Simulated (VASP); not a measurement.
# Ga (Fd-3m) in VASP: settings compared

Ga is run at these levels: PBEsol, RPBE; tasks: single point.

Program: VASP 6.6.1. These are calculated values, not measurements. Logs are shortened: lines on timing, memory, paths and dates and some standing lists are left out, and cuts for length are marked.

## Step 1: The cell of the first run

It takes space group Fd-3m (No. 227, cubic). The conventional cell has a = 4.414 Å, b = 4.414 Å, c = 4.414 Å, α = 90.00°, β = 90.00°, γ = 90.00°. Ga (site symmetry -43m) has 4 Ga at 1.91 Å within 2.5 Å.

This isn't the form of Ga at room conditions, which is orthorhombic.

## Step 2: Single point, PBEsol (10.75 Å³/atom)

Contents of INCAR:

```
SYSTEM = Ga
  PREC = Accurate
  ENCUT = 500
  EDIFF = 1E-6
  ISMEAR = -1
  SIGMA = 0.08
  LREAL = .FALSE.
  LASPH = .TRUE.
  NELM = 120
  ALGO = Normal
  ISIF = 2
  LWAVE = .FALSE.
  LCHARG = .TRUE.
  GGA = PS
  LELF = .TRUE.
  LVHAR = .TRUE.
  NBANDS = 20
  GGA_COMPAT = .FALSE.
```

Contents of KPOINTS:

```
Automatic mesh
0
G
  13 13 13
  0 0 0
```

Contents of POSCAR:

```
Ga
1.0
    0.0000000000      2.2071979905      2.2071979905
    2.2071979905      0.0000000000      2.2071979905
    2.2071979905      2.2071979905      0.0000000000
Ga
2
Direct
   -0.1250000000     -0.1250000000     -0.1250000000
    0.1250000000      0.1250000000      0.1250000000
```

Potentials or basis: VASP PAW PBE potentials, release 64 (Ga_d).

The run is started by

```bash
cat potpaw_PBE.64/Ga_d/POTCAR > POTCAR
mpirun -np 1 vasp_std > vasp.out
```

OUTCAR:

```text
SYSTEM = Ga
   PREC = Accurate
   ENCUT = 500
   EDIFF = 1E-6
   ISMEAR = -1
   LREAL = .FALSE.
   LASPH = .TRUE.
   NELM = 120
   ISIF = 2
   GGA = PS

 ion  position               nearest neighbor table
   1  0.875  0.875  0.875-   2 1.91   2 1.91   2 1.91   2 1.91
   2  0.125  0.125  0.125-   1 1.91   1 1.91   1 1.91   1 1.91

  LATTYP: Found a face centered cubic cell.
 ALAT       =     4.4143959810

  Lattice vectors:

 A1 = (   0.0000000000,   2.2071979905,   2.2071979905)
 A2 = (   2.2071979905,   0.0000000000,   2.2071979905)
 A3 = (   2.2071979905,   2.2071979905,   0.0000000000)

Analysis of symmetry for initial positions (statically):
=====================================================================
 Subroutine PRICEL returns:
 Original cell was already a primitive cell.

 Routine SETGRP: Setting up the symmetry group for a
 face centered cubic supercell.

 Subroutine GETGRP returns: Found 48 space group operations
 (whereof 12 operations were pure point group operations)
 out of a pool of 48 trial point group operations.

The static configuration has the point symmetry D_3d.
 The point group associated with its full space group is O_h .

Analysis of symmetry for dynamics (positions and initial velocities):
=====================================================================
 Subroutine PRICEL returns:
 Original cell was already a primitive cell.

 Routine SETGRP: Setting up the symmetry group for a
 face centered cubic supercell.

 Subroutine GETGRP returns: Found 48 space group operations
 (whereof 12 operations were pure point group operations)
 out of a pool of 48 trial point group operations.

The dynamic configuration has the point symmetry D_3d.
 The point group associated with its full space group is O_h .

 Subroutine INISYM returns: Found 48 space group operations
 (whereof 12 operations are pure point group operations),
 and found     1 'primitive' translations

----------------------------------------------------------------------------------------

                                     Primitive cell

  volume of cell :      21.5057

  direct lattice vectors                    reciprocal lattice vectors
     0.000000000  2.207197991  2.207197991    -0.226531558  0.226531558  0.226531558
     2.207197991  0.000000000  2.207197991     0.226531558 -0.226531558  0.226531558
     2.207197991  2.207197991  0.000000000     0.226531558  0.226531558 -0.226531558

  length of vectors
     3.121449333  3.121449333  3.121449333     0.392364168  0.392364168  0.392364168

  position of ions in fractional coordinates (direct lattice)
     0.875000000  0.875000000  0.875000000
     0.125000000  0.125000000  0.125000000

  ion indices of the primitive-cell ions
   primitive index   ion index
                 1           1
                 2           2

----------------------------------------------------------------------------------------

 KPOINTS: Automatic mesh

Automatic generation of k-mesh.
 Grid dimensions read from file:
 generate k-points for:   13   13   13

 Generating k-lattice:

  Cartesian coordinates                     Fractional coordinates (reciprocal lattice)
    -0.017425504  0.017425504  0.017425504     0.076923077  0.000000000  0.000000000
     0.017425504 -0.017425504  0.017425504     0.000000000  0.076923077  0.000000000
     0.017425504  0.017425504 -0.017425504     0.000000000  0.000000000  0.076923077

  Length of vectors
     0.030181859  0.030181859  0.030181859

  Shift w.r.t. Gamma in fractional coordinates (k-lattice)
     0.000000000  0.000000000  0.000000000

 Subroutine IBZKPT returns following result:
 ===========================================

 Found     84 irreducible k-points:

 Following reciprocal coordinates:
            Coordinates               Weight
  0.000000  0.000000  0.000000      1.000000
  0.076923  0.000000  0.000000      8.000000
  0.153846  0.000000  0.000000      8.000000
  0.230769  0.000000  0.000000      8.000000
  0.307692  0.000000  0.000000      8.000000
  0.384615  0.000000  0.000000      8.000000
[... 16 lines left out ...]
  0.384615  0.153846  0.000000     24.000000
  0.461538  0.153846  0.000000     24.000000
 [... further k-points ...]
   k-points           NKPTS =     84   k-points in BZ     NKDIM =     84   number of bands    NBANDS=     20
   number of dos      NEDOS =    301   number of ions     NIONS =      2
   total plane-waves  NPLWV =  13824
   dimension x,y,z NGX =    24 NGY =   24 NGZ =   24
   dimension x,y,z NGXF=    48 NGYF=   48 NGZF=   48
   ions per type =               2
   NGX,Y,Z   is equivalent  to a cutoff of  12.78, 12.78, 12.78 a.u.
   NGXF,Y,Z  is equivalent  to a cutoff of  25.56, 25.56, 25.56 a.u.
 SYSTEM =  Ga
   PREC   = accura    normal or accurate (medium, high low for compatibility)
   ISTART =      0    job   : 0-new  1-cont  2-samecut
   ICHARG =      2    charge: 1-file 2-atom 10-const
   ISPIN  =      1    spin polarized calculation?
   LNONCOLLINEAR =      F non collinear calculations
   LSORBIT =      F    spin-orbit coupling
   LASPH  =      T    aspherical Exc in radial PAW
   ENCUT  =  500.0 eV  36.75 Ry    6.06 a.u.   5.69  5.69  5.69*2*pi/ulx,y,z
   NELM   =    120;   NELMIN=  2; NELMDL= -5     # of ELM steps
   EDIFF  = 0.1E-05   stopping-criterion for ELM
   LREAL  =      F    real-space projection
   EDIFFG = 0.1E-04   stopping-criterion for IOM
   NSW    =      0    number of steps for IOM
   IBRION =     -1    ionic relax: 0-MD 1-quasi-New 2-CG
   NFREE  =      0    steps in history (QN), initial steepest desc. (CG)
   ISIF   =      2    stress and relaxation
   ISYM   =      2    0-nonsym 1-usesym 2-fastsym
   POTIM  = 0.5000    time-step for ionic-motion
   TEBEG  =    0.0;   TEEND  =   0.0 temperature during run
   PSTRESS=    0.0 pullay stress
   NELECT =      26.0000    total number of electrons
   NUPDOWN=      -1.0000    fix difference up-down
   EMIN   =  10.00;   EMAX   =-10.00  energy-range for DOS
   EFERMI =   0.00;   METHOD = LEGACY
   ISMEAR =    -1;   SIGMA  =   0.08  broadening in eV -4-tet -1-fermi 0-gaus
   EFERMI_NEDOS =   21; number of points for ismear=-14 and -15
   IALGO  =     38    algorithm
   IMIX   =      4    mixing-type and parameters
     AMIX     =   0.40;   BMIX     =  1.00
     AMIX_MAG =   1.60;   BMIX_MAG =  1.00
  volume/ion in A,a.u.               =      10.75        72.56
  Fermi-wavevector in a.u.,A,eV,Ry     =   1.744006  3.295694 41.382897  3.041557
  Thomas-Fermi vector in A             =   2.815969
   LORBIT       =      0    0 simple, 1 ext, 2 COOP (PROOUT), +10 PAW based schemes
   GGA     = PS    functional components
   LHFCALC =     F    Hartree Fock is set to
   AEXX    =    0.0000 exact exchange contribution
   IVDW    =     0    specifies the selected vdW correction
   LEPSILON=     F    determine dielectric tensor
   LRPA    =     F    only Hartree local field effects (RPA)
 non-spin polarized calculation
  energy-cutoff  :      500.00
  volume of cell :       21.51
 maximum number of plane-waves:       557
   NGX = 11   NGY = 11   NGZ = 11

 number of electron      26.0000012 magnetization

 Free energy of the ion-electron system (eV)
  ---------------------------------------------------
  ext. energy  EPLUGINS =         0.00000000
  ---------------------------------------------------
  free energy    TOTEN  =         2.57940716 eV

  energy without entropy =        2.59016785  energy(sigma->0) =        2.58478751

 E-fermi :  11.4511     XC(G=0): -14.0761

 val. band max:       11.3995898861   @ k =  -0.4615   0.1538   0.0000
 cond. band min:      11.4759654438   @ k =  -0.3846   0.3077   0.0000
 fundamental gap:      0.0763755577
 Fermi energy:        11.4510645745

 k-point     1 :       0.0000    0.0000    0.0000
  band No.  band energies     occupation
      1      -6.1559      2.00000
      2      -6.1559      2.00000
      3      -6.1559      2.00000
      4      -6.0961      2.00000
      5      -6.0961      2.00000
      6      -4.6530      2.00000
[... 12 lines left out ...]
     19      24.3979      0.00000
     20      27.2068      0.00000

 k-point     2 :       0.0769    0.0000    0.0000
  band No.  band energies     occupation
      1      -6.2288      2.00000
      2      -6.2288      2.00000
      3      -6.1507      2.00000
      4      -6.0055      2.00000
      5      -6.0055      2.00000
      6      -4.6508      2.00000
[... 12 lines left out ...]
     19      24.9518      0.00000
     20      26.1369      0.00000

 k-point     3 :       0.1538    0.0000    0.0000
  band No.  band energies     occupation
      1      -6.2941      2.00000
      2      -6.2941      2.00000
      3      -6.1390      2.00000
      4      -5.8953      2.00000
      5      -5.8953      2.00000
      6      -4.7020      2.00000
[... 12 lines left out ...]
     19      25.1078      0.00000
     20      25.1078      0.00000

 k-point     4 :       0.2308    0.0000    0.0000
  band No.  band energies     occupation
      1      -6.3232      2.00000
      2      -6.3232      2.00000
      3      -6.1252      2.00000
      4      -5.8160      2.00000
      5      -5.8160      2.00000
      6      -4.7938      2.00000
[... 12 lines left out ...]
     19      25.4116      0.00000
     20      25.4116      0.00000

 k-point     5 :       0.3077    0.0000    0.0000
  band No.  band energies     occupation
      1      -6.3172      2.00000
      2      -6.3172      2.00000
      3      -6.1092      2.00000
      4      -5.7887      2.00000
      5      -5.7887      2.00000
      6      -4.8995      2.00000
[... 12 lines left out ...]
     19      26.9791      0.00000
     20      26.9791      0.00000
[... 353 lines left out ...]
      6      -5.0043      2.00000
[... 12 lines left out ...]
     19      27.6329      0.00000
     20      28.1108      0.00000

 k-point    22 :       0.3077    0.1538    0.0000
  band No.  band energies     occupation
      1      -6.4673      2.00000
      2      -6.2123      2.00000
      3      -6.1644      2.00000
      4      -5.8003      2.00000
      5      -5.5331      2.00000
      6      -5.0911      2.00000
[... 12 lines left out ...]
     19      26.9123      0.00000
     20      29.0524      0.00000

 k-point    23 :       0.3846    0.1538    0.0000
  band No.  band energies     occupation
      1      -6.4686      2.00000
      2      -6.2272      2.00000
      3      -6.1364      2.00000
      4      -5.7481      2.00000
      5      -5.5185      2.00000
      6      -5.1233      2.00000
[... 12 lines left out ...]
     19      26.3310      0.00000
     20      30.8654      0.00000

 k-point    24 :       0.4615    0.1538    0.0000
  band No.  band energies     occupation
      1      -6.4603      2.00000
      2      -6.2536      2.00000
      3      -6.0859      2.00000
      4      -5.7010      2.00000
      5      -5.5662      2.00000
      6      -5.1276      2.00000
[... 12 lines left out ...]
     19      26.3425      0.00000
     20      32.4350      0.00000

 [... further k-points ...]
[... 5 lines left out ...]
  --------------------------------------------------------------------------------------
  -------------------------------------------------------------------------------------
  Total       30.0275218     30.0275218     30.0275218      0.0000000     -0.0000000      0.0000000
  in kB     2237.0526290   2237.0526290   2237.0526290      0.0000000     -0.0000000      0.0000000
  external PRESSURE =    2237.0526290 kB  Pullay stress =       0.0000000 kB

 VOLUME and BASIS-vectors are now :
 -----------------------------------------------------------------------------
  energy-cutoff  :      500.00
  volume of cell :       21.51
      direct lattice vectors                 reciprocal lattice vectors
     0.000000000  2.207197991  2.207197991    -0.226531558  0.226531558  0.226531558
     2.207197991  0.000000000  2.207197991     0.226531558 -0.226531558  0.226531558
     2.207197991  2.207197991  0.000000000     0.226531558  0.226531558 -0.226531558

 POSITION                                       TOTAL-FORCE (eV/Angst)
 -----------------------------------------------------------------------------------
      3.86260      3.86260      3.86260        -0.000000      0.000000      0.000000
      0.55180      0.55180      0.55180         0.000000     -0.000000     -0.000000
 -----------------------------------------------------------------------------------
    total drift:                                0.000000      0.000000      0.000000

  FREE ENERGIE OF THE ION-ELECTRON SYSTEM (eV)
  ---------------------------------------------------
  free  energy   TOTEN  =         2.5794071650 eV

  energy  without entropy=        2.5901678467  energy(sigma->0) =        2.58478751
```

Wall time 18 s (1 thread of Intel Xeon Platinum 8375C at 2.90GHz (Ice Lake), shared host); peak memory 0.15 GiB.

What came out:

```
Free energy            : 2.5794 eV
Pressure               : 223.7 GPa
Band gap on the k mesh : zero (bands 13 and 14 overlap by 10.35 eV)
```

Caveat: the cell stands under pressure; the PAW data sets were made with another functional, which shifts forces and pressure a little.

## Step 3: Single point, PBEsol (20.07 Å³/atom)

This run uses another cell than the first one, of 20.07 Å³/atom.

Contents of INCAR:

```
PREC = Accurate
ENCUT = 500
EDIFF = 1E-6
ISMEAR = -1
SIGMA = 0.08
LREAL = F
LASPH = T
NELM = 120
ALGO = Normal
ISIF = 2
LWAVE = F
LCHARG = F
GGA = PS
NBANDS = 20
GGA_COMPAT = F
```

Contents of KPOINTS:

```
regular mesh
0
Gamma
  13 13 13
```

Contents of POSCAR:

```
Ga
1.0
    0.0000000000      2.7176710172      2.7176710172
    2.7176710172      0.0000000000      2.7176710172
    2.7176710172      2.7176710172      0.0000000000
Ga
2
Direct
   -0.1250000000     -0.1250000000     -0.1250000000
    0.1250000000      0.1250000000      0.1250000000
```

Potentials or basis: VASP PAW PBE potentials, release 64 (Ga_d).

The run is started by

```bash
cat potpaw_PBE.64/Ga_d/POTCAR > POTCAR
mpirun -np 1 vasp_std > vasp.out
```

OUTCAR:

```text
PREC = Accurate
   ENCUT = 500
   EDIFF = 1E-6
   ISMEAR = -1
   LREAL = F
   LASPH = T
   NELM = 120
   ISIF = 2
   GGA = PS

 ion  position               nearest neighbor table
   1  0.875  0.875  0.875-   2 2.35   2 2.35   2 2.35   2 2.35
   2  0.125  0.125  0.125-   1 2.35   1 2.35   1 2.35   1 2.35

  LATTYP: Found a face centered cubic cell.
 ALAT       =     5.4353420344

  Lattice vectors:

 A1 = (   0.0000000000,   2.7176710172,   2.7176710172)
 A2 = (   2.7176710172,   0.0000000000,   2.7176710172)
 A3 = (   2.7176710172,   2.7176710172,   0.0000000000)

Analysis of symmetry for initial positions (statically):
=====================================================================
 Subroutine PRICEL returns:
 Original cell was already a primitive cell.

 Routine SETGRP: Setting up the symmetry group for a
 face centered cubic supercell.

 Subroutine GETGRP returns: Found 48 space group operations
 (whereof 12 operations were pure point group operations)
 out of a pool of 48 trial point group operations.

[... 157 lines left out ...]
  ext. energy  EPLUGINS =         0.00000000
  ---------------------------------------------------
  free energy    TOTEN  =        -5.81017918 eV

  energy without entropy =       -5.78670616  energy(sigma->0) =       -5.79844267

 E-fermi :   4.0873     XC(G=0): -10.5662

 val. band max:        4.0853209009   @ k =  -0.4615   0.3077   0.1538
 cond. band min:       4.0952155151   @ k =  -0.4615   0.1538   0.0769
 fundamental gap:      0.0098946142
 Fermi energy:         4.0873397953

 k-point     1 :       0.0000    0.0000    0.0000
  band No.  band energies     occupation
      1     -10.8716      2.00000
      2     -10.8716      2.00000
      3     -10.8716      2.00000
      4     -10.8111      2.00000
      5     -10.8111      2.00000
      6     -10.3087      2.00000
[... 541 lines left out ...]
     19      15.5297      0.00000
     20      18.9290      0.00000

 [... further k-points ...]

------------------------ aborting loop because EDIFF is reached ----------------------------------------

  FORCE on cell =-STRESS in cart. coord.  units (eV):
  Direction    XX          YY          ZZ          XY          YZ          ZX
  --------------------------------------------------------------------------------------
  -------------------------------------------------------------------------------------
  Total        2.8650945      2.8650945      2.8650945      0.0000000      0.0000000     -0.0000000
  in kB      114.3480831    114.3480831    114.3480831      0.0000000      0.0000000     -0.0000000
  external PRESSURE =     114.3480831 kB  Pullay stress =       0.0000000 kB

 VOLUME and BASIS-vectors are now :
 -----------------------------------------------------------------------------
  energy-cutoff  :      500.00
  volume of cell :       40.14
      direct lattice vectors                 reciprocal lattice vectors
     0.000000000  2.717671017  2.717671017    -0.183981062  0.183981062  0.183981062
     2.717671017  0.000000000  2.717671017     0.183981062 -0.183981062  0.183981062
     2.717671017  2.717671017  0.000000000     0.183981062  0.183981062 -0.183981062

 POSITION                                       TOTAL-FORCE (eV/Angst)
 -----------------------------------------------------------------------------------
      4.75592      4.75592      4.75592        -0.000000     -0.000000     -0.000000
      0.67942      0.67942      0.67942         0.000000      0.000000      0.000000
 -----------------------------------------------------------------------------------
    total drift:                                0.000000      0.000000     -0.000000

  FREE ENERGIE OF THE ION-ELECTRON SYSTEM (eV)
  ---------------------------------------------------
  free  energy   TOTEN  =        -5.8101791834 eV

  energy  without entropy=       -5.7867061595  energy(sigma->0) =       -5.79844267
```

OSZICAR:

```text
N       E                     dE             d eps       ncg     rms          rms(c)
DAV:   1     0.135015002238E+03    0.13502E+03   -0.13020E+04  3504   0.234E+03
DAV:   2     0.650372753577E+01   -0.12851E+03   -0.12531E+03  3436   0.384E+02
DAV:   3    -0.568785854901E+01   -0.12192E+02   -0.12127E+02  3792   0.990E+01
DAV:   4    -0.589297720097E+01   -0.20512E+00   -0.20502E+00  3916   0.139E+01
DAV:   5    -0.589631654775E+01   -0.33393E-02   -0.33392E-02  3848   0.173E+00    0.211E+00
DAV:   6    -0.582550548311E+01    0.70811E-01   -0.13105E-01  4304   0.659E+00    0.105E+00
DAV:   7    -0.581172501167E+01    0.13780E-01   -0.20268E-02  5256   0.225E+00    0.276E-01
DAV:   8    -0.581015023000E+01    0.15748E-02   -0.42146E-03  3820   0.848E-01    0.243E-02
DAV:   9    -0.581017939942E+01   -0.29169E-04   -0.24475E-04  3960   0.196E-01    0.123E-02
DAV:  10    -0.581017877541E+01    0.62400E-06   -0.30712E-05  3828   0.729E-02    0.166E-03
DAV:  11    -0.581017918339E+01   -0.40797E-06   -0.12120E-06  3084   0.109E-02
   1 F= -.58101792E+01 E0= -.57984427E+01  d E =-.234730E-01
```

Wall time 31 s (1 thread of Intel Xeon Platinum 8375C at 2.90GHz (Ice Lake), shared host); peak memory 0.18 GiB.

What came out:

- Free energy: -5.8102 eV
- Pressure: 11.4 GPa
- Band gap on the k mesh: zero (bands 13 and 14 overlap by 5.10 eV)

Caveat: the cell stands under pressure; the PAW data sets were made with another functional, which shifts forces and pressure a little.

(Part 1 of 2 ends here.)
